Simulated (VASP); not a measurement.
Write the native input for VASP 6.6.1 that does the following.

| Quantity | Value |
| --- | --- |
| Task | relaxation of cell and atoms |
| Functional | RPBE |
| Dispersion | D3(BJ) |
| Potentials or basis | VASP PAW PBE potentials, release 64 (Mo_sv) |
| Cutoff | 600 eV |
| k mesh | 12 × 12 × 12 |
| Occupations | fermi-dirac, width 0.05 eV |
| Spin | no spin polarisation |
| Dipole correction | no |
| Further INCAR settings | ALGO = Normal; EDIFF = 1e-07; IBRION = 2; EDIFFG = -0.005; NSW = 80; ISIF = 3 |

The structure of Mo lies in POSCAR:

```
Mo
1.0
   -1.5838089719      1.5838089719      1.5838089719
    1.5838089719     -1.5838089719      1.5838089719
    1.5838089719      1.5838089719     -1.5838089719
Mo
1
Direct
    0.0000000000      0.0000000000      0.0000000000
```

These files were run (other wordings do the same):

INCAR

```
PREC = Accurate ; ENCUT = 600
EDIFF = 1E-7 ; ISMEAR = -1
SIGMA = 0.05 ; LREAL = False
LASPH = True ; NELM = 60
ALGO = Normal ; ISIF = 3
LWAVE = False ; LCHARG = False
GGA = RP ; IVDW = 12
IBRION = 2 ; NSW = 80
EDIFFG = -0.005
```

KPOINTS

```
Automatic mesh
0
Gamma
  12 12 12
```

Potentials or basis: VASP PAW PBE potentials, release 64 (Mo_sv).

Command:

```bash
$ cat potpaw_PBE.64/Mo_sv/POTCAR > POTCAR
$ mpirun -np 1 vasp_std > vasp.out
```

Results of the run:

```
Relaxed volume                         : 13.63 Å³/atom
Relaxed cell                           : a = 2.606 Å, b = 2.606 Å, c = 2.606 Å, α = 109.47°, β = 109.47°, γ = 109.47°
Space group after relaxing (to 0.05 Å) : Im-3m (No. 229)
Energy gained by relaxing              : 349.8 meV/atom
Ionic steps                            : 16
Pressure after relaxing                : 0.0 GPa
Band gap on the k mesh                 : zero (band 7 reaches 19.79 eV, above the bottom of band 8 at 13.33 eV)
Dispersion energy per atom             : -4.817 eV
```

Caveat: the PAW data sets were made with another functional, which shifts forces and pressure a little; pairwise dispersion overbinds metals, which lowers pressure and volume.

It took 40 s on 1 thread of Intel(R) Xeon(R) 6975P-C (Granite Rapids), on a shared host, peak memory 0.17 GiB.
